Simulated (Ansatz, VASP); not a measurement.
# GaCuSe2 in VASP and in Ansatz

```
Se Ga Cu
1.0
    -2.80955    2.80955    5.51300
     2.80955   -2.80955    5.51300
     2.80955    2.80955   -5.51300
Se Ga Cu
4 2 2
Direct
  0.12562 0.62500 0.00062
  0.87500 0.87438 0.49938
  0.62438 0.12500 0.99938
  0.37500 0.37562 0.50062
  0.25000 0.75000 0.50000
  0.50000 0.50000 0.00000
  0.75000 0.25000 0.50000
  0.00000 0.00000 0.00000
```

Alike in both runs: functional PBEsol; k mesh 7 × 7 × 7; occupations fermi-dirac, width 0.05 eV; no spin polarisation.

```csv
,VASP,Ansatz
version,VASP 6.6.1,Ansatz 0.2.0
potentials or method,"VASP PAW PBE potentials, release 64 (Se, Ga_d, Cu)",Ansatz PAW
plane-wave cutoff (eV),520,420
valence electrons in the cell,72,128
task,single point,band structure
```

Ansatz gave:

| Item | Value |
| --- | --- |
| gap on the k mesh at the Fermi level (eV) | 0.16 |
| least direct gap on the mesh (eV) | 0.16 |
| pressure (GPa) | -0.7 |
| traceless stress, the component that is largest in VASP (GPa) | 0.16 |
| rms of the force components (eV/Å) | 0.177 |

Task: What did VASP give for the same quantities?

Result: gap on the k mesh at the Fermi level (eV): 0.18; least direct gap on the mesh (eV): 0.18; pressure (GPa): -0.5; traceless stress, the component that is largest in VASP (GPa): 0.15; rms of the force components (eV/Å): 0.168.

VASP's potentials were made for PBE, not for PBEsol. Atom by atom the forces differ by 0.009 eV/Å (rms over components). VASP's potentials hold 72 valence electrons a cell and Ansatz's 128, so a difference there can come from the potentials and not from the codes.
